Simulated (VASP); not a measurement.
# Ta6H in VASP: relaxation of the atoms with PBE

Aim: the relaxation of the atoms of Ta6H with PBE.

All numbers are computed with VASP 6.6.1; they aren't measurements. Logs are shortened: lines on timing, memory, paths and dates and some standing lists are left out, and cuts for length are marked.

## 1. The cell of the first run

The cell holds a slab with vacuum, 7 atoms: a = 4.694 Å, b = 4.694 Å, c = 19.988 Å, α = 90.00°, β = 90.00°, γ = 120.00°.

## 2. Relaxation of the atoms, PBE

INCAR

```
SYSTEM = Ta6H
PREC = Accurate
ENCUT = 520
EDIFF = 1E-7
ISMEAR = 0
SIGMA = 0.1
LREAL = .False.
LASPH = .True.
NELM = 80
ALGO = Normal
ISIF = 2
LWAVE = .False.
LCHARG = .False.
LDIPOL = .True.
IDIPOL = 3
DIPOL = 0.5 0.5 0.345
GGA = PE
IBRION = 2
NSW = 36
EDIFFG = -0.025
```

KPOINTS

```
Automatic mesh
0
Gamma
  6 6 1
  0 0 0
```

POSCAR

```
Ta6H
1.0
    4.6937283341      0.0000000000      0.0000000000
   -2.3468641670      4.0648879758      0.0000000000
    0.0000000000      0.0000000000     19.9881921123
Ta H
6 1
Selective dynamics
Direct
    0.6666666667      0.3333333333      0.2001181486  F F F
    0.3333333333      0.6666666667      0.2480516124  F F F
    0.0000000000      0.0000000000      0.2959850763  F F F
    0.6666666667      0.3333333333      0.3401842451  F F F
    0.3333333333      0.6666666667      0.3819724402  F F F
    0.0000000000      0.0000000000      0.4246603227  F F F
    0.0000000000      0.0000000000      0.5257199877  F F T
```

Potentials or basis: VASP PAW PBE potentials, release 64 (Ta_pv, H).

Run with:

```sh
$ cat potpaw_PBE.64/Ta_pv/POTCAR potpaw_PBE.64/H/POTCAR > POTCAR
$ mpirun -np 1 vasp_std > vasp.out
```

OUTCAR:

```text
SYSTEM = Ta6H
   PREC = Accurate
   ENCUT = 520
   EDIFF = 1E-7
   ISMEAR = 0
   LREAL = .False.
   LASPH = .True.
   NELM = 80
   ISIF = 2
   GGA = PE
   IBRION = 2
   NSW = 36
   EDIFFG = -0.025

 ion  position               nearest neighbor table
   1  0.667  0.333  0.200-   4 2.80   2 2.87   2 2.87   2 2.87   3 3.32   3 3.32   3 3.32
   2  0.333  0.667  0.248-   5 2.68   1 2.87   1 2.87   3 2.87   1 2.87   3 2.87   3 2.87   4 3.28
                             4 3.28   4 3.28
   3  0.000  0.000  0.296-   6 2.57   4 2.85   4 2.85   4 2.85   2 2.87   2 2.87   2 2.87   5 3.21
                             5 3.21   5 3.21   1 3.32   1 3.32   1 3.32
   4  0.667  0.333  0.340-   1 2.80   5 2.84   5 2.84   5 2.84   3 2.85   3 2.85   3 2.85   6 3.19
                             6 3.19   6 3.19   2 3.28   2 3.28   2 3.28
   5  0.333  0.667  0.382-   2 2.68   4 2.84   4 2.84   4 2.84   6 2.84   6 2.84   6 2.84   3 3.21
                             3 3.21   3 3.21
   6  0.000  0.000  0.425-   7 2.02   3 2.57   5 2.84   5 2.84   5 2.84   4 3.19   4 3.19   4 3.19

   7  0.000  0.000  0.526-   6 2.02

  LATTYP: Found a hexagonal cell.
 ALAT       =     4.6937283341
 C/A-ratio  =     4.2584893478

  Lattice vectors:

 A1 = (   4.6937283341,   0.0000000000,   0.0000000000)
 A2 = (  -2.3468641670,   4.0648879758,   0.0000000000)
 A3 = (   0.0000000000,   0.0000000000,  19.9881921123)

Analysis of symmetry for initial positions (statically):
=====================================================================
 Subroutine PRICEL returns:
 Original cell was already a primitive cell.

 Routine SETGRP: Setting up the symmetry group for a
 hexagonal supercell.

 Subroutine GETGRP returns: Found  6 space group operations
 (whereof  6 operations were pure point group operations)
 out of a pool of 24 trial point group operations.

The static configuration has the point symmetry C_3v.

Analysis of symmetry for dynamics (positions and initial velocities):
=====================================================================
 Subroutine PRICEL returns:
 Original cell was already a primitive cell.

 Routine SETGRP: Setting up the symmetry group for a
 hexagonal supercell.

 Subroutine GETGRP returns: Found  6 space group operations
 (whereof  6 operations were pure point group operations)
 out of a pool of 24 trial point group operations.

The dynamic configuration has the point symmetry C_3v.

Analysis of constrained symmetry for selective dynamics:
=====================================================================
 Subroutine PRICEL returns:
 Original cell was already a primitive cell.

 Routine SETGRP: Setting up the symmetry group for a
 hexagonal supercell.

 Subroutine GETGRP returns: Found  6 space group operations
 (whereof  6 operations were pure point group operations)
 out of a pool of 24 trial point group operations.

The constrained configuration has the point symmetry C_3v.

 Subroutine INISYM returns: Found  6 space group operations
 (whereof  6 operations are pure point group operations),
 and found     1 'primitive' translations

----------------------------------------------------------------------------------------

                                     Primitive cell

  volume of cell :     381.3643

  direct lattice vectors                    reciprocal lattice vectors
     4.693728334  0.000000000  0.000000000     0.213050251  0.123004620  0.000000000
    -2.346864167  4.064887976  0.000000000     0.000000000  0.246009240  0.000000000
     0.000000000  0.000000000 19.988192112     0.000000000  0.000000000  0.050029537

  length of vectors
     4.693728334  4.693728334 19.988192112     0.246009240  0.246009240  0.050029537

  position of ions in fractional coordinates (direct lattice)
     0.666666667  0.333333333  0.200118149
     0.333333333  0.666666667  0.248051612
     0.000000000  0.000000000  0.295985076
     0.666666667  0.333333333  0.340184245
     0.333333333  0.666666667  0.381972440
     0.000000000  0.000000000  0.424660323
     0.000000000  0.000000000  0.525719988

  ion indices of the primitive-cell ions
   primitive index   ion index
                 1           1
                 2           2
                 3           3
                 4           4
                 5           5
                 6           6
                 7           7

----------------------------------------------------------------------------------------

 KPOINTS: Automatic mesh

Automatic generation of k-mesh.
 Grid dimensions read from file:
 generate k-points for:    6    6    1

 Generating k-lattice:

  Cartesian coordinates                     Fractional coordinates (reciprocal lattice)
     0.035508375  0.020500770  0.000000000     0.166666667  0.000000000  0.000000000
     0.000000000  0.041001540  0.000000000     0.000000000  0.166666667  0.000000000
     0.000000000  0.000000000  0.050029537     0.000000000  0.000000000  1.000000000

  Length of vectors
     0.041001540  0.041001540  0.050029537

  Shift w.r.t. Gamma in fractional coordinates (k-lattice)
     0.000000000  0.000000000  0.000000000

 Subroutine IBZKPT returns following result:
 ===========================================

 Found      7 irreducible k-points:

 Following reciprocal coordinates:
            Coordinates               Weight
  0.000000  0.000000  0.000000      1.000000
  0.166667 -0.000000  0.000000      6.000000
  0.333333  0.000000  0.000000      6.000000
  0.500000  0.000000  0.000000      3.000000
  0.166667  0.166667  0.000000      6.000000
  0.333333  0.166667  0.000000     12.000000
  0.333333  0.333333  0.000000      2.000000
   k-points           NKPTS =      7   k-points in BZ     NKDIM =      7   number of bands    NBANDS=     40
   number of dos      NEDOS =    301   number of ions     NIONS =      7
   total plane-waves  NPLWV = 194400
   dimension x,y,z NGX =    36 NGY =   36 NGZ =  150
   dimension x,y,z NGXF=    72 NGYF=   72 NGZF=  300
   ions per type =               6   1
   NGX,Y,Z   is equivalent  to a cutoff of  12.75, 12.75, 12.48 a.u.
   NGXF,Y,Z  is equivalent  to a cutoff of  25.50, 25.50, 24.95 a.u.
 SYSTEM =  Ta6H
   PREC   = accura    normal or accurate (medium, high low for compatibility)
   ISTART =      0    job   : 0-new  1-cont  2-samecut
   ICHARG =      2    charge: 1-file 2-atom 10-const
   ISPIN  =      1    spin polarized calculation?
   LNONCOLLINEAR =      F non collinear calculations
   LSORBIT =      F    spin-orbit coupling
   LASPH  =      T    aspherical Exc in radial PAW
   ENCUT  =  520.0 eV  38.22 Ry    6.18 a.u.   8.73  8.73 37.16*2*pi/ulx,y,z
   NELM   =     80;   NELMIN=  2; NELMDL= -5     # of ELM steps
   EDIFF  = 0.1E-06   stopping-criterion for ELM
   LREAL  =      F    real-space projection
   EDIFFG = -.3E-01   stopping-criterion for IOM
   NSW    =     36    number of steps for IOM
   IBRION =      2    ionic relax: 0-MD 1-quasi-New 2-CG
   NFREE  =      1    steps in history (QN), initial steepest desc. (CG)
   ISIF   =      2    stress and relaxation
   ISYM   =      2    0-nonsym 1-usesym 2-fastsym
   POTIM  = 0.5000    time-step for ionic-motion
   TEBEG  =    0.0;   TEEND  =   0.0 temperature during run
   PSTRESS=    0.0 pullay stress
   NELECT =      67.0000    total number of electrons
   NUPDOWN=      -1.0000    fix difference up-down
   EMIN   =  10.00;   EMAX   =-10.00  energy-range for DOS
   EFERMI =   0.00;   METHOD = LEGACY
   ISMEAR =     0;   SIGMA  =   0.10  broadening in eV -4-tet -1-fermi 0-gaus
   EFERMI_NEDOS =   21; number of points for ismear=-14 and -15
   IALGO  =     38    algorithm
   IMIX   =      4    mixing-type and parameters
     AMIX     =   0.40;   BMIX     =  1.00
     AMIX_MAG =   1.60;   BMIX_MAG =  1.00
  volume/ion in A,a.u.               =      54.48       367.65
  Fermi-wavevector in a.u.,A,eV,Ry     =   0.916895  1.732681 11.438377  0.840697
  Thomas-Fermi vector in A             =   2.041803
   LORBIT       =      0    0 simple, 1 ext, 2 COOP (PROOUT), +10 PAW based schemes
   GGA     = PE    functional components
   LHFCALC =     F    Hartree Fock is set to
   AEXX    =    0.0000 exact exchange contribution
   IVDW    =     0    specifies the selected vdW correction
   LEPSILON=     F    determine dielectric tensor
   LRPA    =     F    only Hartree local field effects (RPA)
 conjugate gradient relaxation of ions
 non-spin polarized calculation
 Gauss-broadening in eV      SIGMA  =   0.10
  energy-cutoff  :      520.00
  volume of cell :      381.36
 maximum number of plane-waves:     10285
 NGX is ok and might be reduce to    36
   NGX = 17   NGY = 17   NGZ = 75

 dipolmoment           0.000000      0.000000     -0.633290 electrons x Angstroem

--------------------------------------- Ionic step        1  -------------------------------------------

 number of electron      66.9999991 magnetization

 Free energy of the ion-electron system (eV)
  ---------------------------------------------------
  ext. energy  EPLUGINS =         0.00000000
  ---------------------------------------------------
  free energy    TOTEN  =       -67.17163508 eV

  energy without entropy =      -67.12539548  energy(sigma->0) =      -67.14851528

------------------------ aborting loop because EDIFF is reached ----------------------------------------

  FORCE on cell =-STRESS in cart. coord.  units (eV):
  Direction    XX          YY          ZZ          XY          YZ          ZX
  --------------------------------------------------------------------------------------
  -------------------------------------------------------------------------------------
  Total       -4.1936460     -4.1936460     -4.6208860     -0.0000000      0.0000000      0.0000000
  in kB      -17.6182313    -17.6182313    -19.4131403     -0.0000000      0.0000000      0.0000000
  external PRESSURE =     -18.2165343 kB  Pullay stress =       0.0000000 kB
[... 149 lines left out ...]
  energy  without entropy=      -67.3005329243  energy(sigma->0) =      -67.32473015

--------------------------------------- Ionic step        5  -------------------------------------------

 number of electron      66.9999992 magnetization

 dipolmoment           0.000000      0.000000      0.241153 electrons x Angstroem

 Free energy of the ion-electron system (eV)
  ---------------------------------------------------
  ext. energy  EPLUGINS =         0.00000000
  ---------------------------------------------------
  free energy    TOTEN  =       -67.34894342 eV

  energy without entropy =      -67.30049853  energy(sigma->0) =      -67.32472098

 E-fermi :  -1.5841     XC(G=0):  -4.7997

 val. band max:       -1.6035994743   @ k =   0.1667   0.1667   0.0000
 cond. band min:      -1.5484258736   @ k =   0.3333   0.3333   0.0000
 fundamental gap:      0.0551736008
 Fermi energy:        -1.5840811351

 k-point     1 :       0.0000    0.0000    0.0000
  band No.  band energies     occupation
      1     -36.2454      2.00000
      2     -36.1290      2.00000
      3     -35.9718      2.00000
      4     -35.9718      2.00000
      5     -35.8234      2.00000
      6     -35.8234      2.00000
[... 290 lines left out ...]
     39      -0.1366      0.00000
     40      -0.1008      0.00000

------------------------ aborting loop because EDIFF is reached ----------------------------------------

 vacuum level on the upper side and lower side of the slab       (xc-potential included)         1.105        -1.121

  FORCE on cell =-STRESS in cart. coord.  units (eV):
  Direction    XX          YY          ZZ          XY          YZ          ZX
  --------------------------------------------------------------------------------------
  -------------------------------------------------------------------------------------
  Total       -4.1330911     -4.1330911     -1.5880657     -0.0000000      0.0000000      0.0000000
  in kB      -17.3638297    -17.3638297     -6.6717383     -0.0000000      0.0000000      0.0000000
  external PRESSURE =     -13.7997992 kB  Pullay stress =       0.0000000 kB

 VOLUME and BASIS-vectors are now :
 -----------------------------------------------------------------------------
  energy-cutoff  :      520.00
  volume of cell :      381.36
      direct lattice vectors                 reciprocal lattice vectors
     4.693728334  0.000000000  0.000000000     0.213050251  0.123004620  0.000000000
    -2.346864167  4.064887976  0.000000000     0.000000000  0.246009240  0.000000000
     0.000000000  0.000000000 19.988192112     0.000000000  0.000000000  0.050029537
[... 13 lines left out ...]
  FREE ENERGIE OF THE ION-ELECTRON SYSTEM (eV)
  ---------------------------------------------------
  free  energy   TOTEN  =       -67.3489434249 eV

  energy  without entropy=      -67.3004985320  energy(sigma->0) =      -67.32472098

 reached required accuracy - stopping structural energy minimisation

 vacuum level on the upper side and lower side of the slab         4.193         1.906
```

Run time: 16 min. Hardware: 1 thread of Intel Xeon Platinum 8259CL at 2.50GHz (Skylake/Cascade Lake), shared host; peak memory 0.53 GiB.

What came out:

* Free energy: -67.3489 eV
* Energy gained by relaxing: 25.3 meV/atom
* Ionic steps: 5
* Band gap on the k mesh: zero (an odd number of electrons rules out a gap without spin polarisation)

The path:
| step | energy change (eV) | largest force on free atoms (eV/Å) | pressure (GPa) |
| --- | --- | --- | --- |
| 1 | 0.0000 | 1.4613 | -1.82 |
| 2 | -0.0914 | 1.1118 | -1.70 |
| 3 | -0.1770 | 0.0839 | -1.36 |
| 4 | -0.1773 | 0.0253 | -1.39 |
| 5 | -0.1773 | 0.0177 | -1.38 |

Final structure:
```cif
data_structure
_symmetry_space_group_name_H-M 'P 1'
_symmetry_Int_Tables_number 1
_cell_length_a 4.6937
_cell_length_b 4.6937
_cell_length_c 19.9882
_cell_angle_alpha 90.000
_cell_angle_beta 90.000
_cell_angle_gamma 120.000
_cell_volume 381.36
loop_
_atom_site_label
_atom_site_type_symbol
_atom_site_fract_x
_atom_site_fract_y
_atom_site_fract_z
_atom_site_occupancy
Ta1 Ta 0.66667 0.33333 0.20012 1
Ta2 Ta 0.33333 0.66667 0.24805 1
Ta3 Ta 0.00000 0.00000 0.29599 1
Ta4 Ta 0.66667 0.33333 0.34018 1
Ta5 Ta 0.33333 0.66667 0.38197 1
Ta6 Ta 0.00000 0.00000 0.42466 1
H1 H 0.00000 0.00000 0.51505 1
```

Caveat: spin-orbit coupling is left out, which moves the levels of the heavy elements.

The gap in the log of VASP goes by the Fermi energy; the results here count the filled bands.